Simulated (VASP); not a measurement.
# Ni (Im-3m) in VASP: further runs

The runs below take Ni through single point, with PBEsol, LDA.

Program: VASP 6.6.1. These are calculated values, not measurements. Logs are shortened: lines on timing, memory, paths and dates and some standing lists are left out, and cuts for length are marked.

### 1 The cell of the first run

Symmetry: Im-3m, No. 229, cubic system. The conventional cell has a = 2.711 Å, b = 2.711 Å, c = 2.711 Å, α = 90.00°, β = 90.00°, γ = 90.00°. Ni (site symmetry m-3m) has 14 Ni at 2.35 to 2.71 Å within 3.1 Å.

### 2 Single point, PBEsol, collinear spin, ferromagnetic start

File INCAR:

```
SYSTEM = Ni
PREC = Accurate
ENCUT = 520
EDIFF = 1E-6
ISMEAR = -1
SIGMA = 0.05
LREAL = .FALSE.
LASPH = .TRUE.
NELM = 150
ALGO = Fast
ISIF = 2
LWAVE = .FALSE.
LCHARG = .FALSE.
ISPIN = 2
MAGMOM = 1
LORBIT = 11
LMAXMIX = 4
GGA = PS
NBANDS = 15
```

File KPOINTS:

```
Automatic mesh
0
G
  13 13 13
  0 0 0
```

File POSCAR:

```
Ni
1.0
   -1.3554684528      1.3554684528      1.3554684528
    1.3554684528     -1.3554684528      1.3554684528
    1.3554684528      1.3554684528     -1.3554684528
Ni
1
Direct
    0.0000000000      0.0000000000      0.0000000000
```

Potentials or basis: VASP PAW PBE potentials, release 64 (Ni).

Launch:

```sh
$ cat potpaw_PBE.64/Ni/POTCAR > POTCAR
$ mpirun -np 1 vasp_std > vasp.out
```

OUTCAR:

```text
SYSTEM = Ni
   PREC = Accurate
   ENCUT = 520
   EDIFF = 1E-6
   ISMEAR = -1
   LREAL = .FALSE.
   LASPH = .TRUE.
   NELM = 150
   ISIF = 2
   ISPIN = 2
   LORBIT = 11
   GGA = PS

 ion  position               nearest neighbor table
   1  0.000  0.000  0.000-

  LATTYP: Found a body centered cubic cell.
 ALAT       =     2.7109369056

  Lattice vectors:

 A1 = (  -1.3554684528,   1.3554684528,   1.3554684528)
 A2 = (   1.3554684528,  -1.3554684528,   1.3554684528)
 A3 = (   1.3554684528,   1.3554684528,  -1.3554684528)

Analysis of symmetry for initial positions (statically):
=====================================================================
 Subroutine PRICEL returns:
 Original cell was already a primitive cell.

 Routine SETGRP: Setting up the symmetry group for a
 body centered cubic supercell.

 Subroutine GETGRP returns: Found 48 space group operations
 (whereof 48 operations were pure point group operations)
 out of a pool of 48 trial point group operations.

The static configuration has the point symmetry O_h .

Analysis of symmetry for dynamics (positions and initial velocities):
=====================================================================
 Subroutine PRICEL returns:
 Original cell was already a primitive cell.

 Routine SETGRP: Setting up the symmetry group for a
 body centered cubic supercell.

 Subroutine GETGRP returns: Found 48 space group operations
 (whereof 48 operations were pure point group operations)
 out of a pool of 48 trial point group operations.

The dynamic configuration has the point symmetry O_h .

Analysis of structural, dynamic, and magnetic symmetry:
=====================================================================
 Subroutine PRICEL returns:
 Original cell was already a primitive cell.

 Routine SETGRP: Setting up the symmetry group for a
 body centered cubic supercell.

 Subroutine GETGRP returns: Found 48 space group operations
 (whereof 48 operations were pure point group operations)
 out of a pool of 48 trial point group operations.

The overall configuration has the point symmetry O_h .

 Subroutine INISYM returns: Found 48 space group operations
 (whereof 48 operations are pure point group operations),
 and found     1 'primitive' translations

----------------------------------------------------------------------------------------

                                     Primitive cell

  volume of cell :       9.9616

  direct lattice vectors                    reciprocal lattice vectors
    -1.355468453  1.355468453  1.355468453     0.000000000  0.368876162  0.368876162
     1.355468453 -1.355468453  1.355468453     0.368876162  0.000000000  0.368876162
     1.355468453  1.355468453 -1.355468453     0.368876162  0.368876162  0.000000000

  length of vectors
     2.347740228  2.347740228  2.347740228     0.521669671  0.521669671  0.521669671

  position of ions in fractional coordinates (direct lattice)
     0.000000000  0.000000000  0.000000000

  ion indices of the primitive-cell ions
   primitive index   ion index
                 1           1

----------------------------------------------------------------------------------------

 KPOINTS: Automatic mesh

Automatic generation of k-mesh.
 Grid dimensions read from file:
 generate k-points for:   13   13   13

 Generating k-lattice:

  Cartesian coordinates                     Fractional coordinates (reciprocal lattice)
     0.000000000  0.028375089  0.028375089     0.076923077  0.000000000  0.000000000
     0.028375089  0.000000000  0.028375089     0.000000000  0.076923077  0.000000000
     0.028375089  0.028375089  0.000000000     0.000000000  0.000000000  0.076923077

  Length of vectors
     0.040128436  0.040128436  0.040128436

  Shift w.r.t. Gamma in fractional coordinates (k-lattice)
     0.000000000  0.000000000  0.000000000

 Subroutine IBZKPT returns following result:
 ===========================================

 Found     84 irreducible k-points:

 Following reciprocal coordinates:
            Coordinates               Weight
  0.000000  0.000000  0.000000      1.000000
  0.076923  0.000000  0.000000     12.000000
  0.153846  0.000000  0.000000     12.000000
  0.230769  0.000000  0.000000     12.000000
  0.307692  0.000000  0.000000     12.000000
  0.384615  0.000000  0.000000     12.000000
[... 16 lines left out ...]
  0.153846  0.076923  0.076923     24.000000
  0.230769  0.076923  0.076923     24.000000
 [... further k-points ...]
   k-points           NKPTS =     84   k-points in BZ     NKDIM =     84   number of bands    NBANDS=     15
   number of dos      NEDOS =    301   number of ions     NIONS =      1
   total plane-waves  NPLWV =   5832
   dimension x,y,z NGX =    18 NGY =   18 NGZ =   18
   dimension x,y,z NGXF=    36 NGYF=   36 NGZF=   36
   ions per type =               1
   NGX,Y,Z   is equivalent  to a cutoff of  12.75, 12.75, 12.75 a.u.
   NGXF,Y,Z  is equivalent  to a cutoff of  25.49, 25.49, 25.49 a.u.
 SYSTEM =  Ni
   PREC   = accura    normal or accurate (medium, high low for compatibility)
   ISTART =      0    job   : 0-new  1-cont  2-samecut
   ICHARG =      2    charge: 1-file 2-atom 10-const
   ISPIN  =      2    spin polarized calculation?
   LNONCOLLINEAR =      F non collinear calculations
   LSORBIT =      F    spin-orbit coupling
   LASPH  =      T    aspherical Exc in radial PAW
   ENCUT  =  520.0 eV  38.22 Ry    6.18 a.u.   4.37  4.37  4.37*2*pi/ulx,y,z
   NELM   =    150;   NELMIN=  2; NELMDL= -5     # of ELM steps
   EDIFF  = 0.1E-05   stopping-criterion for ELM
   LREAL  =      F    real-space projection
   EDIFFG = 0.1E-04   stopping-criterion for IOM
   NSW    =      0    number of steps for IOM
   IBRION =     -1    ionic relax: 0-MD 1-quasi-New 2-CG
   NFREE  =      0    steps in history (QN), initial steepest desc. (CG)
   ISIF   =      2    stress and relaxation
   ISYM   =      2    0-nonsym 1-usesym 2-fastsym
   POTIM  = 0.5000    time-step for ionic-motion
   TEBEG  =    0.0;   TEEND  =   0.0 temperature during run
   PSTRESS=    0.0 pullay stress
   NELECT =      10.0000    total number of electrons
   NUPDOWN=      -1.0000    fix difference up-down
   EMIN   =  10.00;   EMAX   =-10.00  energy-range for DOS
   EFERMI =   0.00;   METHOD = LEGACY
   ISMEAR =    -1;   SIGMA  =   0.05  broadening in eV -4-tet -1-fermi 0-gaus
   EFERMI_NEDOS =   21; number of points for ismear=-14 and -15
   IALGO  =     68    algorithm
   IMIX   =      4    mixing-type and parameters
     AMIX     =   0.40;   BMIX     =  1.00
     AMIX_MAG =   1.60;   BMIX_MAG =  1.00
  volume/ion in A,a.u.               =       9.96        67.22
  Fermi-wavevector in a.u.,A,eV,Ry     =   1.639201  3.097640 36.558560  2.686978
  Thomas-Fermi vector in A             =   2.730046
   LORBIT       =     11    0 simple, 1 ext, 2 COOP (PROOUT), +10 PAW based schemes
   GGA     = PS    functional components
   LHFCALC =     F    Hartree Fock is set to
   AEXX    =    0.0000 exact exchange contribution
   IVDW    =     0    specifies the selected vdW correction
   LEPSILON=     F    determine dielectric tensor
   LRPA    =     F    only Hartree local field effects (RPA)
 spin polarized calculation
 RMM-DIIS sequential band-by-band and
  energy-cutoff  :      520.00
  volume of cell :        9.96
 maximum number of plane-waves:       276
 NGX is ok and might be reduce to    18
   NGX =  9   NGY =  9   NGZ =  9

 number of electron      10.0000008 magnetization       0.4886478

 Free energy of the ion-electron system (eV)
  ---------------------------------------------------
  ext. energy  EPLUGINS =         0.00000000
  ---------------------------------------------------
  free energy    TOTEN  =        -6.02073689 eV

  energy without entropy =       -6.00506204  energy(sigma->0) =       -6.01289947

 E-fermi :  10.3113     XC(G=0): -13.9634

 val. band max:       10.3061075645   @ k =  -0.3077   0.3846   0.2308
 cond. band min:      10.3262034695   @ k =   0.3846   0.1538   0.0000
 fundamental gap:      0.0200959050
 Fermi energy:        10.3112733974

 spin component 1

 k-point     1 :       0.0000    0.0000    0.0000
  band No.  band energies     occupation
      1       0.7936      1.00000
      2       7.8602      1.00000
      3       7.8602      1.00000
      4       7.8602      1.00000
      5       9.4459      1.00000
      6       9.4459      1.00000
      7      37.7002      0.00000
      8      37.7002      0.00000
      9      37.7002      0.00000
     10      43.2195      0.00000
     11      43.2195      0.00000
     12      45.0816      0.00000
     13      45.0816      0.00000
     14      45.0816      0.00000
     15      45.4349      0.00000

 k-point     2 :       0.0769    0.0000    0.0000
  band No.  band energies     occupation
      1       1.0548      1.00000
      2       7.7960      1.00000
      3       7.8543      1.00000
      4       7.9865      1.00000
      5       9.3815      1.00000
      6       9.4510      1.00000
      7      35.8736      0.00000
      8      37.2496      0.00000
      9      37.4395      0.00000
     10      42.0038      0.00000
     11      42.0688      0.00000
     12      42.2983      0.00000
     13      44.4133      0.00000
     14      46.2046      0.00000
     15      47.4530      0.00000
[... 365 lines left out ...]
      3       7.4083      1.00000
      4       9.2933      1.00000
      5       9.3746      1.00000
      6       9.4569      1.00000
      7      28.2372      0.00000
      8      30.3162      0.00000
      9      32.5638      0.00000
     10      39.6710      0.00000
     11      44.2303      0.00000
     12      44.6416      0.00000
     13      47.1011      0.00000
     14      48.2405      0.00000
     15      52.3897      0.00000

 k-point    24 :       0.2308    0.0769    0.0769
  band No.  band energies     occupation
      1       4.6484      1.00000
      2       7.0544      1.00000
      3       7.4182      1.00000
      4       9.3112      1.00000
      5       9.5382      1.00000
      6      10.1808      0.93148
      7      24.3147      0.00000
      8      28.9779      0.00000
      9      30.7235      0.00000
     10      39.4502      0.00000
     11      43.5666      0.00000
     12      46.2222      0.00000
     13      48.2658      0.00000
     14      52.0660      0.00000
     15      55.1503      0.00000

 [... further k-points ...]

 spin component 2

 k-point     1 :       0.0000    0.0000    0.0000
  band No.  band energies     occupation
      1       0.8113      1.00000
      2       8.4299      1.00000
      3       8.4299      1.00000
      4       8.4299      1.00000
      5       9.8873      0.99979
      6       9.8873      0.99979
      7      37.6555      0.00000
      8      37.6555      0.00000
      9      37.6555      0.00000
     10      43.1985      0.00000
     11      43.1985      0.00000
     12      45.2479      0.00000
     13      45.2479      0.00000
     14      45.2479      0.00000
     15      45.5924      0.00000

 k-point     2 :       0.0769    0.0000    0.0000
  band No.  band energies     occupation
      1       1.0728      1.00000
      2       8.3622      1.00000
      3       8.4210      1.00000
      4       8.5596      1.00000
      5       9.8207      0.99995
      6       9.8927      0.99977
      7      35.8709      0.00000
      8      37.2137      0.00000
      9      37.4206      0.00000
     10      42.0335      0.00000
     11      42.2340      0.00000
     12      42.4343      0.00000
     13      44.4193      0.00000
     14      46.3403      0.00000
     15      47.5606      0.00000
[... 365 lines left out ...]
      3       7.9150      1.00000
      4       9.7512      0.99999
      5       9.9076      0.99969
      6       9.9655      0.99901
      7      28.3446      0.00000
      8      30.3874      0.00000
      9      32.7078      0.00000
     10      39.6487      0.00000
     11      44.3326      0.00000
     12      44.6858      0.00000
     13      47.1553      0.00000
     14      48.3355      0.00000
     15      52.5518      0.00000

 k-point    24 :       0.2308    0.0769    0.0769
  band No.  band energies     occupation
      1       4.7459      1.00000
      2       7.5715      1.00000
      3       7.8528      1.00000
      4       9.7864      0.99997
      5       9.9910      0.99835
      6      10.7575      0.00013
      7      24.4686      0.00000
      8      29.0530      0.00000
      9      30.8536      0.00000
     10      39.4667      0.00000
     11      43.6649      0.00000
     12      46.2560      0.00000
     13      48.3271      0.00000
     14      52.1487      0.00000
     15      55.2622      0.00000

 [... further k-points ...]
[... 5 lines left out ...]
  --------------------------------------------------------------------------------------
  -------------------------------------------------------------------------------------
  Total        0.7510053      0.7510053      0.7510053     -0.0000000     -0.0000000      0.0000000
  in kB      120.7884402    120.7884402    120.7884402     -0.0000000     -0.0000000      0.0000000
  external PRESSURE =     120.7884402 kB  Pullay stress =       0.0000000 kB

 VOLUME and BASIS-vectors are now :
 -----------------------------------------------------------------------------
  energy-cutoff  :      520.00
  volume of cell :        9.96
      direct lattice vectors                 reciprocal lattice vectors
    -1.355468453  1.355468453  1.355468453     0.000000000  0.368876162  0.368876162
     1.355468453 -1.355468453  1.355468453     0.368876162  0.000000000  0.368876162
     1.355468453  1.355468453 -1.355468453     0.368876162  0.368876162  0.000000000

 POSITION                                       TOTAL-FORCE (eV/Angst)
 -----------------------------------------------------------------------------------
      0.00000      0.00000      0.00000         0.000000      0.000000      0.000000
 -----------------------------------------------------------------------------------
    total drift:                               -0.000000     -0.000000      0.000000

  FREE ENERGIE OF THE ION-ELECTRON SYSTEM (eV)
  ---------------------------------------------------
  free  energy   TOTEN  =        -6.0207368898 eV

  energy  without entropy=       -6.0050620443  energy(sigma->0) =       -6.01289947

 total charge

# of ion       s       p       d       tot
------------------------------------------
    1        0.533   0.579   8.376   9.489

 magnetization (x)

# of ion       s       p       d       tot
------------------------------------------
    1       -0.003  -0.012   0.503   0.488
```

Run time: 15 s. Hardware: 1 thread of AMD EPYC 9R45 (Zen 5), shared host; peak memory 0.1 GiB.

What came out:

```yaml
Free_energy: -6.0207 eV
Pressure: 12.1 GPa
Net_moment: 0.49 μB per cell
Site_moments: Ni +0.49 μB
Valence_electrons_inside_the_program's_atomic_spheres: Ni 9.49
```

Caveat: the PAW data sets were made with another functional, which shifts forces and pressure a little.

### 3 Single point, LDA, collinear spin, ferromagnetic start

This run uses another cell than the first one, of 10.17 Å³/atom, 1.021 times its volume.

File INCAR:

```
SYSTEM = Ni
PREC = Accurate ; ENCUT = 520
EDIFF = 1E-6 ; ISMEAR = -1
SIGMA = 0.05 ; LREAL = .FALSE.
LASPH = .TRUE. ; NELM = 150
ALGO = Fast ; ISIF = 2
LWAVE = .FALSE. ; LCHARG = .FALSE.
ISPIN = 2 ; MAGMOM = 1
LORBIT = 11 ; LMAXMIX = 4
GGA = CA ; NBANDS = 15
```

File KPOINTS:

```
regular mesh
0
G
  13 13 13
  0 0 0
```

File POSCAR:

```
Ni
1.0
   -1.3650143198      1.3650143198      1.3650143198
    1.3650143198     -1.3650143198      1.3650143198
    1.3650143198      1.3650143198     -1.3650143198
Ni
1
Direct
    0.0000000000      0.0000000000      0.0000000000
```

Potentials or basis: VASP PAW LDA potentials, release 64 (Ni).

Launch:

```sh
$ cat potpaw_LDA.64/Ni/POTCAR > POTCAR
$ mpirun -np 1 vasp_std > vasp.out
```

Run time: 17 s. Hardware: 1 thread of AMD EPYC 9R45 (Zen 5), shared host; peak memory 0.1 GiB.

The run converged. Its results:

```
Free energy                                           : -6.4854 eV
Pressure                                              : -2.9 GPa
Net moment                                            : 0.20 μB per cell
Site moments                                          : Ni +0.20 μB
Valence electrons inside the program's atomic spheres : Ni 9.45
```

Levels at points of the mesh, in eV from the Fermi level:
Spin up:
| k point | band 1 | band 2 | band 3 | band 4 | band 5 | band 6 | band 7 | band 8 | band 9 | band 10 |
| --- | --- | --- | --- | --- | --- | --- | --- | --- | --- | --- |
| (0.00, 0.00, 0.00) | -9.29 | -2.22 | -2.22 | -2.22 | -0.68 | -0.68 | 27.23 | 27.23 | 27.23 | 32.63 |
Spin down:
```tsv
k point	band 1	band 2	band 3	band 4	band 5	band 6	band 7	band 8	band 9	band 10
(0.00, 0.00, 0.00)	-9.27	-2.01	-2.01	-2.01	-0.52	-0.52	27.23	27.23	27.23	32.64
```

### 4 Single point, PBEsol, collinear spin, ferromagnetic start

This run uses another cell than the first one, of 10.17 Å³/atom, 1.021 times its volume.

File INCAR:

```
SYSTEM = Ni
  PREC = Accurate
  ENCUT = 520
  EDIFF = 1E-7
  ISMEAR = -1
  SIGMA = 0.05
  LREAL = .FALSE.
  LASPH = .TRUE.
  NELM = 150
  ALGO = Normal
  ISIF = 2
  LWAVE = .FALSE.
  LCHARG = .FALSE.
  ISPIN = 2
  MAGMOM = 1
  LORBIT = 11
  LMAXMIX = 4
  GGA = PS
  NBANDS = 15
```

File KPOINTS:

```
Automatic mesh
0
G
  13 13 13
  0 0 0
```

POSCAR is that of step 3.

Potentials or basis: VASP PAW PBE potentials, release 64 (Ni).

Launch:

```sh
$ cat potpaw_PBE.64/Ni/POTCAR > POTCAR
$ mpirun -np 1 vasp_std > vasp.out
```

Run time: 14 s. Hardware: 1 thread of AMD EPYC 9R45 (Zen 5), shared host; peak memory 0.1 GiB.

Results (log left out):

* Free energy: -6.0331 eV
* Pressure: 6.8 GPa
* Net moment: 0.54 μB per cell
* Site moments: Ni +0.54 μB
* Valence electrons inside the program's atomic spheres: Ni 9.45

Levels at points of the mesh, in eV from the Fermi level:
Spin up:
```tsv
k point	band 1	band 2	band 3	band 4	band 5	band 6	band 7	band 8	band 9	band 10
(0.00, 0.00, 0.00)	-9.38	-2.43	-2.43	-2.43	-0.89	-0.89	27.16	27.16	27.16	32.52
```
Spin down:
```tsv
k point	band 3	band 4	band 5	band 6	band 7	band 8
(0.00, 0.00, 0.00)	-1.81	-1.81	-0.39	-0.39	27.11	27.11
```

Caveat: the PAW data sets were made with another functional, which shifts forces and pressure a little.

[end of part 1 of 2]
